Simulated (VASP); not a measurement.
# Ta3AsAu2O13 (Cm) in VASP: notebook, part 2 of 2

VASP 6.6.1. The steps go on from the part before.

## 4. Relaxation of cell and atoms, PBEsol

Contents of INCAR:

```
PREC = Accurate
ENCUT = 600
EDIFF = 1E-6
ISMEAR = -1
SIGMA = 0.05
LREAL = False
LASPH = True
NELM = 80
ALGO = Normal
ISIF = 3
LWAVE = False
LCHARG = False
GGA = PS
IBRION = 2
NSW = 60
EDIFFG = -0.01
KPAR = 4
```

Contents of KPOINTS:

```
Automatic mesh
0
Gamma
  7 7 3
```

Contents of POSCAR:

```
Ta3AsAu2O13
1.0
    6.8006700000     -1.9216300000     -0.0262100000
    6.8006700000      1.9216300000     -0.0262100000
   -1.7222500000      0.0000000000     10.3728800000
Ta As Au O
3 1 2 13
Direct
    0.2983200000      0.2983200000      0.6304200000
    0.3583800000      0.3583800000      0.0038600000
    0.6415300000      0.6415300000      0.9984100000
    0.7021000000      0.7021000000      0.3624900000
    0.6017600000      0.6017600000      0.6318100000
    0.3998900000      0.3998900000      0.3657700000
    0.3425700000      0.3425700000      0.8055700000
    0.4163800000      0.4163800000      0.5563500000
    0.7815900000      0.7815900000      0.5938900000
    0.6595800000      0.6595800000      0.2007100000
    0.5909500000      0.5909500000      0.4348600000
    0.2189700000      0.2189700000      0.4115600000
    0.6154600000      0.6154600000      0.8221400000
    0.1440000000      0.1440000000      0.6409700000
    0.3830000000      0.3830000000      0.1794700000
    0.8449800000      0.8449800000      0.3582500000
    0.5005000000      0.5005000000      0.0025800000
    0.8126900000      0.8126900000      0.9923200000
    0.1873700000      0.1873700000      0.0085600000
```

Potentials or basis: VASP PAW PBE potentials, release 64 (Ta_pv, As, Au, O).

Started as:

```bash
$ cat potpaw_PBE.64/Ta_pv/POTCAR potpaw_PBE.64/As/POTCAR potpaw_PBE.64/Au/POTCAR potpaw_PBE.64/O/POTCAR > POTCAR
$ mpirun -np 4 vasp_std > vasp.out
```

It took 1.6 h on 4 MPI ranks of AMD EPYC 9R45 (Zen 5), shared host; peak memory 1.3 GiB.

Results (log left out):

```yaml
Free_energy: -149.9035 eV
Relaxed_volume: 13.78 Å³/atom
Relaxed_cell: a = 6.978 Å, b = 6.978 Å, c = 10.390 Å, α = 99.68°, β = 99.68°, γ = 31.72°
Space_group_after_relaxing_to_0.1_Å: Cm (No. 8)
Energy_gained_by_relaxing: 8.0 meV/atom
Ionic_steps: 40
Pressure_after_relaxing: 0.0 GPa
Largest_force_after_relaxing: 0.006 eV/Å
Band_gap_on_the_k_mesh: zero (bands 69 and 70 overlap by 0.07 eV)
```

Forces in eV/Å, atoms in the order of the input:
```
Ta  -0.001  0.000 -0.003
Ta   0.001  0.000 -0.003
Ta   0.000  0.000  0.006
As   0.001  0.000 -0.001
Au   0.000  0.000  0.001
Au   0.002  0.000 -0.001
O    0.000  0.000  0.002
O   -0.006  0.000  0.002
O   -0.001  0.000  0.001
O   -0.001  0.000 -0.001
O   -0.005  0.000  0.001
O    0.002  0.000 -0.003
O    0.004  0.000 -0.005
O    0.004  0.000  0.001
O    0.000  0.000  0.002
O   -0.001  0.000  0.001
O    0.001  0.000 -0.004
O   -0.003  0.000  0.003
O    0.003  0.000  0.000
```

Step by step:
```
step  energy change (eV)  largest force (eV/Å)  pressure (GPa)  volume (Å³)
   1              0.0000                0.3263           -4.66       270.94
   2              0.0852                0.7307            7.31       254.99
   3             -0.1122                0.4283            0.11       263.90
   4             -0.1064                0.7898           -0.24       262.90
   5             -0.1225                0.2379           -0.07       263.46
   6             -0.1320                0.1732           -0.05       263.01
   7             -0.1350                0.2721           -0.01       262.56
   8             -0.1395                0.2173            0.01       262.24
   9             -0.1395                0.2241            0.02       262.23
  10             -0.1419                0.1149            0.01       262.11
  11             -0.1420                0.1305            0.01       262.10
  12             -0.1443                0.0888            0.01       262.03
  13             -0.1447                0.1060            0.02       261.98
  14             -0.1464                0.1006            0.01       261.96
  15             -0.1467                0.1263            0.01       261.96
  16             -0.1482                0.0872           -0.01       261.96
  17             -0.1487                0.1308           -0.04       261.97
  18             -0.1498                0.0573            0.00       261.93
  19             -0.1499                0.0930            0.01       261.91
  20             -0.1505                0.0473            0.01       261.91
  21             -0.1507                0.0531            0.00       261.91
  22             -0.1510                0.0285            0.01       261.91
  23             -0.1511                0.0714            0.02       261.91
  24             -0.1513                0.0383           -0.01       261.95
  25             -0.1513                0.0384           -0.01       261.95
  26             -0.1514                0.0183           -0.01       261.94
  27             -0.1514                0.0306            0.00       261.93
  28             -0.1515                0.0167            0.00       261.92
  29             -0.1515                0.0177            0.00       261.92
  30             -0.1514                0.0306            0.00       261.91
  31             -0.1515                0.0207            0.00       261.92
  32             -0.1515                0.0195            0.00       261.91
  33             -0.1515                0.0235            0.00       261.90
  34             -0.1515                0.0133            0.00       261.90
  35             -0.1516                0.0155            0.01       261.88
  36             -0.1516                0.0122            0.00       261.89
  37             -0.1516                0.0137            0.00       261.89
  38             -0.1516                0.0104           -0.01       261.90
  39             -0.1516                0.0124           -0.01       261.90
  40             -0.1516                0.0063            0.00       261.89
```

Final structure:
```xyz
19
Lattice="6.7117 -1.9070 -0.0513 6.7117 1.9070 -0.0513 -1.7386 0.0000 10.2437" Properties=species:S:1:pos:R:3 pbc="T T T"
Ta    2.8777    0.0000    6.4001
Ta    4.7877    0.0000    0.0085
Ta    8.6254    0.0000   -0.0579
As    8.8206    0.0000    3.6867
Au    6.9634    0.0000    6.4102
Au    4.7524    0.0000    3.7285
O     3.1609    0.0000    8.2105
O     4.6286    0.0000    5.6879
O     9.4416    0.0000    5.8857
O     8.5374    0.0000    1.9968
O     7.1590    0.0000    4.3892
O     2.2329    0.0000    4.1975
O     6.8279    0.0000    8.3566
O     0.7927    0.0000    6.5322
O     4.8416    0.0000    1.8228
O    10.7602    0.0000    3.5815
O     6.7100    0.0000   -0.0235
O     9.1737    0.0000   10.0846
O     2.5198    0.0000    0.0769
```

Levels at points of the mesh, in eV from the Fermi level:
```
           k point  band 66  band 67  band 68  band 69  band 70  band 71  band 72  band 73
(0.00, 0.00, 0.00)    -0.80    -0.80    -0.49    -0.37    -0.17     0.66     1.58     2.96
```

Caveat: the PAW data sets were made with another functional, which shifts forces and pressure a little; spin-orbit coupling is left out, which moves the levels of the heavy elements.

## 5. Single point, RPBE

This run uses another cell than the first one, of 14.65 Å³/atom.

Contents of INCAR:

```
SYSTEM = Ta3AsAu2O13
  PREC = Accurate
  ENCUT = 520
  EDIFF = 1E-6
  ISMEAR = -1
  SIGMA = 0.05
  LREAL = Auto
  LASPH = .TRUE.
  NELM = 100
  ALGO = Normal
  ISIF = 2
  LWAVE = .FALSE.
  LCHARG = .TRUE.
  GGA = RP
  LELF = .TRUE.
  LVHAR = .TRUE.
  NBANDS = 84
```

Contents of KPOINTS:

```
Automatic mesh
0
G
  5 5 2
  0 0 0
```

Contents of POSCAR:

```
Ta3AsAu2O13
1.0
    6.8784986587     -1.9343892655     -0.0091628235
    6.8784986587      1.9343892655     -0.0091628235
   -1.7156064008      0.0000000000     10.4641817007
Ta As Au O
3 1 2 13
Direct
    0.2996367660      0.2996367660      0.6322279968
    0.3593461984      0.3593461984      0.0037904633
    0.6404470952      0.6404470952      0.9969318887
    0.7011890889      0.7011890889      0.3603189151
    0.6031940790      0.6031940790      0.6315586453
    0.3977174379      0.3977174379      0.3647074862
    0.3442803524      0.3442803524      0.8058916113
    0.4153654857      0.4153654857      0.5548460185
    0.7831974180      0.7831974180      0.6003011878
    0.6582287716      0.6582287716      0.2001972959
    0.5921629063      0.5921629063      0.4355835691
    0.2187009458      0.2187009458      0.4105672656
    0.6154947618      0.6154947618      0.8221321145
    0.1457405042      0.1457405042      0.6416986331
    0.3820890470      0.3820890470      0.1782412352
    0.8431198676      0.8431198676      0.3585414126
    0.5006033093      0.5006033093      0.0025821685
    0.8137011481      0.8137011481      0.9920685379
    0.1858048168      0.1858048168      0.0078035546
```

Started as:

```bash
$ cat potpaw_PBE.64/Ta_pv/POTCAR potpaw_PBE.64/As/POTCAR potpaw_PBE.64/Au/POTCAR potpaw_PBE.64/O/POTCAR > POTCAR
$ mpirun -np 1 vasp_std > vasp.out
```

It took 61 min on 1 thread of Intel Xeon 8259CL, shared host; peak memory 0.68 GiB.

Results (log left out):

```
Free energy            : -134.5088 eV
Pressure               : 0.6 GPa
Largest force          : 0.258 eV/Å
Band gap on the k mesh : zero (bands 69 and 70 overlap by 0.17 eV)
```

Forces in eV/Å, atoms in the order of the input:
```
Ta  -0.117  0.000 -0.096
Ta  -0.048  0.000 -0.131
Ta   0.057  0.000  0.167
As   0.154  0.000  0.194
Au  -0.030  0.000 -0.017
Au   0.023  0.000 -0.007
O    0.035  0.000  0.127
O    0.130  0.000  0.003
O   -0.015  0.000 -0.014
O   -0.052  0.000 -0.253
O   -0.138  0.000  0.043
O    0.004  0.000  0.005
O   -0.006  0.000 -0.152
O   -0.015  0.000  0.003
O    0.005  0.000  0.135
O    0.025  0.000  0.004
O   -0.014  0.000  0.000
O   -0.015  0.000 -0.007
O    0.018  0.000 -0.002
```

Stress tensor (GPa, compression positive):
```
 0.39  0.00 -0.04
 0.00  0.35  0.00
-0.04  0.00  0.97
```

Levels at points of the mesh, in eV from the Fermi level:
| k point | band 66 | band 67 | band 68 | band 69 | band 70 | band 71 | band 72 | band 73 |
| --- | --- | --- | --- | --- | --- | --- | --- | --- |
| (0.00, 0.00, 0.00) | -0.81 | -0.67 | -0.54 | -0.32 | -0.24 | 0.57 | 1.52 | 3.06 |
| (0.00, 0.00, 0.50) | -0.88 | -0.67 | -0.46 | -0.32 | -0.13 | 0.63 | 1.60 | 3.02 |

Caveat: the PAW data sets were made with another functional, which shifts forces and pressure a little; spin-orbit coupling is left out, which moves the levels of the heavy elements.

## 6. Summary

```csv
task,level,potentials or basis,cell,k mesh,cutoff (eV),dipole correction,gap on the mesh (eV),pressure (GPa),relaxed volume (Å³/atom),largest force (eV/Å)
relaxation of cell and atoms,PBE,"VASP PAW PBE potentials, release 64 (Ta_pv, As, Au, O)","relaxed from a = 7.067, b = 7.067, c = 10.515 Å, angles 99.3, 99.3, 31.6°, 19 atoms, atomic positions A",7 × 7 × 3,600,-,none,0.0,14.26,0.01
relaxation of cell and atoms,LDA,"VASP PAW LDA potentials, release 64 (Ta_pv, As, Au, O)","relaxed from a = 7.067, b = 7.067, c = 10.515 Å, angles 99.3, 99.3, 31.6°, 19 atoms, atomic positions A",7 × 7 × 3,600,-,none,0.0,13.44,0.01
relaxation of cell and atoms,PBEsol,"VASP PAW PBE potentials, release 64 (Ta_pv, As, Au, O)","relaxed from a = 7.067, b = 7.067, c = 10.515 Å, angles 99.3, 99.3, 31.6°, 19 atoms, atomic positions A",7 × 7 × 3,600,-,none,0.0,13.78,0.01
single point,RPBE,"VASP PAW PBE potentials, release 64 (Ta_pv, As, Au, O)","a = 7.145, b = 7.145, c = 10.604 Å, angles 99.0, 99.0, 31.4°, 19 atoms, atomic positions B",5 × 5 × 2,520,no,none,0.6,-,0.26
```

Alike in all rows: no spin polarisation; smearing fermi-dirac 0.05 eV.

Caveats: spin-orbit coupling is left out, which moves the levels of the heavy elements; the PAW data sets were made with another functional, which shifts forces and pressure a little (at least some runs).

Absolute energies hang on the potentials; compare differences alone.
